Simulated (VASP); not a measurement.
# Cu in VASP: single point with PBE

Aim: the single point of Cu with PBE.

Everything below comes from runs of VASP 6.6.1. Logs are shortened: lines on timing, memory, paths and dates and some standing lists are left out, and cuts for length are marked.

**1. The cell of the first run**

The typed cell holds 2 atoms: a = 2.567 Å, b = 2.567 Å, c = 3.630 Å, α = 90.00°, β = 90.00°, γ = 90.00°.

**2. Single point, PBE**

Contents of INCAR:

```
PREC = Accurate
ENCUT = 520
EDIFF = 1E-6
ISMEAR = 0
SIGMA = 0.15
LREAL = False
LASPH = True
NELM = 80
ALGO = Fast
ISIF = 2
LWAVE = False
LCHARG = True
GGA = PE
LELF = True
LVHAR = True
NBANDS = 18
```

Contents of KPOINTS:

```
Automatic mesh
0
Gamma
  14 14 10
```

Contents of POSCAR:

```
Cu
1.0
    0.0000000000     -1.8148741278     -1.8148741278
    0.0000000000      1.8148741278     -1.8148741278
    3.6297482556      0.0000000000      0.0000000000
Cu
2
Direct
    0.5000138231      0.4999755775      0.5000021033
   -0.0000138231      0.0000244225     -0.0000021033
```

Potentials or basis: VASP PAW PBE potentials, release 64 (Cu).

Command:

```bash
> cat potpaw_PBE.64/Cu/POTCAR > POTCAR
> mpirun -np 1 vasp_std > vasp.out
```

OUTCAR:

```text
PREC = Accurate
   ENCUT = 520
   EDIFF = 1E-6
   ISMEAR = 0
   LREAL = False
   LASPH = True
   NELM = 80
   ISIF = 2
   GGA = PE

 ion  position               nearest neighbor table
   1  0.500  0.500  0.500-   2 2.57   2 2.57   2 2.57   2 2.57   2 2.57   2 2.57   2 2.57   2 2.57

   2  1.000  0.000  1.000-   1 2.57   1 2.57   1 2.57   1 2.57   1 2.57   1 2.57   1 2.57   1 2.57

  LATTYP: Found a simple tetragonal cell.
 ALAT       =     2.5666196055
 C/A-ratio  =     1.4142135624

  Lattice vectors:

 A1 = (   0.0000000000,  -1.8148741278,  -1.8148741278)
 A2 = (   0.0000000000,   1.8148741278,  -1.8148741278)
 A3 = (   3.6297482556,   0.0000000000,   0.0000000000)

Analysis of symmetry for initial positions (statically):
=====================================================================
 Subroutine PRICEL returns:
 Original cell was already a primitive cell.

 Routine SETGRP: Setting up the symmetry group for a
 simple tetragonal supercell.

 Subroutine GETGRP returns: Found  4 space group operations
 (whereof  2 operations were pure point group operations)
 out of a pool of 16 trial point group operations.

The static configuration has the point symmetry C_1h.
 The point group associated with its full space group is C_2h.

Analysis of symmetry for dynamics (positions and initial velocities):
=====================================================================
 Subroutine PRICEL returns:
 Original cell was already a primitive cell.

 Routine SETGRP: Setting up the symmetry group for a
 simple tetragonal supercell.

 Subroutine GETGRP returns: Found  4 space group operations
 (whereof  2 operations were pure point group operations)
 out of a pool of 16 trial point group operations.

The dynamic configuration has the point symmetry C_1h.
 The point group associated with its full space group is C_2h.

 Subroutine INISYM returns: Found  4 space group operations
 (whereof  2 operations are pure point group operations),
 and found     1 'primitive' translations

----------------------------------------------------------------------------------------

                                     Primitive cell

  volume of cell :      23.9111

  direct lattice vectors                    reciprocal lattice vectors
     0.000000000 -1.814874128 -1.814874128     0.000000000 -0.275501200 -0.275501200
     0.000000000  1.814874128 -1.814874128     0.000000000  0.275501200 -0.275501200
     3.629748256  0.000000000  0.000000000     0.275501200  0.000000000  0.000000000

  length of vectors
     2.566619606  2.566619606  3.629748256     0.389617533  0.389617533  0.275501200

  position of ions in fractional coordinates (direct lattice)
     0.500013823  0.499975578  0.500002103
     0.999986177  0.000024422  0.999997897

  ion indices of the primitive-cell ions
   primitive index   ion index
                 1           1
                 2           2

----------------------------------------------------------------------------------------

 KPOINTS: Automatic mesh

Automatic generation of k-mesh.
 Grid dimensions read from file:
 generate k-points for:   14   14   10

 Generating k-lattice:

  Cartesian coordinates                     Fractional coordinates (reciprocal lattice)
     0.000000000 -0.019678657 -0.019678657     0.071428571  0.000000000  0.000000000
     0.000000000  0.019678657 -0.019678657     0.000000000  0.071428571  0.000000000
     0.027550120  0.000000000  0.000000000     0.000000000  0.000000000  0.100000000

  Length of vectors
     0.027829824  0.027829824  0.027550120

  Shift w.r.t. Gamma in fractional coordinates (k-lattice)
     0.000000000  0.000000000  0.000000000

 Subroutine IBZKPT returns following result:
 ===========================================

 Found    600 irreducible k-points:

 Following reciprocal coordinates:
            Coordinates               Weight
  0.000000  0.000000  0.000000      1.000000
  0.071429  0.000000  0.000000      2.000000
  0.000000  0.071429  0.000000      2.000000
  0.142857  0.000000  0.000000      2.000000
  0.000000  0.142857  0.000000      2.000000
  0.214286  0.000000  0.000000      2.000000
[... 16 lines left out ...]
 -0.071429  0.214286  0.000000      2.000000
 -0.214286  0.071429  0.000000      2.000000
 [... further k-points ...]
   k-points           NKPTS =    600   k-points in BZ     NKDIM =    600   number of bands    NBANDS=     18
   number of dos      NEDOS =    301   number of ions     NIONS =      2
   total plane-waves  NPLWV =  11200
   dimension x,y,z NGX =    20 NGY =   20 NGZ =   28
   dimension x,y,z NGXF=    40 NGYF=   40 NGZF=   56
   ions per type =               2
   NGX,Y,Z   is equivalent  to a cutoff of  12.95, 12.95, 12.82 a.u.
   NGXF,Y,Z  is equivalent  to a cutoff of  25.91, 25.91, 25.65 a.u.
 SYSTEM =  unknown system
   PREC   = accura    normal or accurate (medium, high low for compatibility)
   ISTART =      0    job   : 0-new  1-cont  2-samecut
   ICHARG =      2    charge: 1-file 2-atom 10-const
   ISPIN  =      1    spin polarized calculation?
   LNONCOLLINEAR =      F non collinear calculations
   LSORBIT =      F    spin-orbit coupling
   LASPH  =      T    aspherical Exc in radial PAW
   ENCUT  =  520.0 eV  38.22 Ry    6.18 a.u.   4.77  4.77  6.75*2*pi/ulx,y,z
   NELM   =     80;   NELMIN=  2; NELMDL= -5     # of ELM steps
   EDIFF  = 0.1E-05   stopping-criterion for ELM
   LREAL  =      F    real-space projection
   EDIFFG = 0.1E-04   stopping-criterion for IOM
   NSW    =      0    number of steps for IOM
   IBRION =     -1    ionic relax: 0-MD 1-quasi-New 2-CG
   NFREE  =      0    steps in history (QN), initial steepest desc. (CG)
   ISIF   =      2    stress and relaxation
   ISYM   =      2    0-nonsym 1-usesym 2-fastsym
   POTIM  = 0.5000    time-step for ionic-motion
   TEBEG  =    0.0;   TEEND  =   0.0 temperature during run
   PSTRESS=    0.0 pullay stress
   NELECT =      22.0000    total number of electrons
   NUPDOWN=      -1.0000    fix difference up-down
   EMIN   =  10.00;   EMAX   =-10.00  energy-range for DOS
   EFERMI =   0.00;   METHOD = LEGACY
   ISMEAR =     0;   SIGMA  =   0.15  broadening in eV -4-tet -1-fermi 0-gaus
   EFERMI_NEDOS =   21; number of points for ismear=-14 and -15
   IALGO  =     68    algorithm
   IMIX   =      4    mixing-type and parameters
     AMIX     =   0.40;   BMIX     =  1.00
     AMIX_MAG =   1.60;   BMIX_MAG =  1.00
  volume/ion in A,a.u.               =      11.96        80.68
  Fermi-wavevector in a.u.,A,eV,Ry     =   1.592267  3.008948 34.495042  2.535314
  Thomas-Fermi vector in A             =   2.690679
   LORBIT       =      0    0 simple, 1 ext, 2 COOP (PROOUT), +10 PAW based schemes
   GGA     = PE    functional components
   LHFCALC =     F    Hartree Fock is set to
   AEXX    =    0.0000 exact exchange contribution
   IVDW    =     0    specifies the selected vdW correction
   LEPSILON=     F    determine dielectric tensor
   LRPA    =     F    only Hartree local field effects (RPA)
 non-spin polarized calculation
 RMM-DIIS sequential band-by-band and
 Gauss-broadening in eV      SIGMA  =   0.15
  energy-cutoff  :      520.00
  volume of cell :       23.91
 maximum number of plane-waves:       664
   NGX =  9   NGY =  9   NGZ = 13

 number of electron      21.9999947 magnetization

 Free energy of the ion-electron system (eV)
  ---------------------------------------------------
  ext. energy  EPLUGINS =         0.00000000
  ---------------------------------------------------
  free energy    TOTEN  =        -7.45923951 eV

  energy without entropy =       -7.45296166  energy(sigma->0) =       -7.45610058

 E-fermi :   7.4426     XC(G=0): -12.6553

 val. band max:        7.4193017108   @ k =  -0.1429   0.5000   0.2000
 cond. band min:       7.4948001695   @ k =  -0.0714   0.0714   0.2000
 fundamental gap:      0.0754984587
 Fermi energy:         7.4426065732

 k-point     1 :       0.0000    0.0000    0.0000
  band No.  band energies     occupation
      1      -1.8237      2.00000
      2       2.6259      2.00000
      3       3.0770      2.00000
      4       4.4430      2.00000
      5       4.4430      2.00000
      6       4.4438      2.00000
[... 10 lines left out ...]
     17      27.4927      0.00000
     18      29.9313      0.00000

 k-point     2 :       0.0714    0.0000    0.0000
  band No.  band energies     occupation
      1      -1.7008      2.00000
      2       2.6826      2.00000
      3       3.1108      2.00000
      4       4.4147      2.00000
      5       4.4644      2.00000
      6       4.4716      2.00000
[... 10 lines left out ...]
     17      28.4090      0.00000
     18      29.3131      0.00000

 k-point     3 :       0.0000    0.0714    0.0000
  band No.  band energies     occupation
      1      -1.7008      2.00000
      2       2.6826      2.00000
      3       3.1108      2.00000
      4       4.4147      2.00000
      5       4.4644      2.00000
      6       4.4716      2.00000
[... 10 lines left out ...]
     17      28.4090      0.00000
     18      29.3132      0.00000

 k-point     4 :       0.1429    0.0000    0.0000
  band No.  band energies     occupation
      1      -1.3362      2.00000
      2       2.8412      2.00000
      3       3.2072      2.00000
      4       4.3357      2.00000
      5       4.5269      2.00000
      6       4.5407      2.00000
[... 375 lines left out ...]
      4       4.1678      2.00000
      5       4.6395      2.00000
      6       4.6771      2.00000
[... 10 lines left out ...]
     17      25.9742      0.00000
     18      28.0044      0.00000

 k-point    23 :      -0.0714    0.2143    0.0000
  band No.  band energies     occupation
      1      -0.6273      2.00000
      2       3.1090      2.00000
      3       3.3889      2.00000
      4       4.1678      2.00000
      5       4.6395      2.00000
      6       4.6771      2.00000
[... 10 lines left out ...]
     17      25.9742      0.00000
     18      28.0044      0.00000

 k-point    24 :      -0.2143    0.0714    0.0000
  band No.  band energies     occupation
      1      -0.6273      2.00000
      2       3.1090      2.00000
      3       3.3889      2.00000
      4       4.1678      2.00000
      5       4.6395      2.00000
      6       4.6771      2.00000
[... 10 lines left out ...]
     17      25.9742      0.00000
     18      28.0044      0.00000

 [... further k-points ...]

------------------------ aborting loop because EDIFF is reached ----------------------------------------

  FORCE on cell =-STRESS in cart. coord.  units (eV):
  Direction    XX          YY          ZZ          XY          YZ          ZX
  --------------------------------------------------------------------------------------
  -------------------------------------------------------------------------------------
  Total        0.1284959      0.1645193      0.1645179      0.0000000     -0.0000002      0.0000000
  in kB        8.6099423     11.0237162     11.0236197      0.0000000     -0.0000113      0.0000000
  external PRESSURE =      10.2190927 kB  Pullay stress =       0.0000000 kB

 VOLUME and BASIS-vectors are now :
 -----------------------------------------------------------------------------
  energy-cutoff  :      520.00
  volume of cell :       23.91
      direct lattice vectors                 reciprocal lattice vectors
     0.000000000 -1.814874128 -1.814874128     0.000000000 -0.275501200 -0.275501200
     0.000000000  1.814874128 -1.814874128     0.000000000  0.275501200 -0.275501200
     3.629748256  0.000000000  0.000000000     0.275501200  0.000000000  0.000000000

 POSITION                                       TOTAL-FORCE (eV/Angst)
 -----------------------------------------------------------------------------------
      1.81488     -0.00007     -1.81485         0.000000      0.000456     -0.000122
      3.62974     -1.81480     -1.81489         0.000000     -0.000456      0.000122
 -----------------------------------------------------------------------------------
    total drift:                               -0.000896     -0.000333     -0.001691

  FREE ENERGIE OF THE ION-ELECTRON SYSTEM (eV)
  ---------------------------------------------------
  free  energy   TOTEN  =        -7.4592395053 eV

  energy  without entropy=       -7.4529616642  energy(sigma->0) =       -7.45610058
```

It took 85 s on 1 thread of Intel Xeon 6975P-C (Granite Rapids), shared host; peak memory 0.3 GiB.

What came out:

| Quantity | Value |
| --- | --- |
| Free energy | -7.4592 eV |
| Pressure | 1.0 GPa |
| Band gap on the k mesh | zero (bands 11 and 12 overlap by 8.08 eV) |

The gap in the log of VASP goes by the Fermi energy; the results here count the filled bands.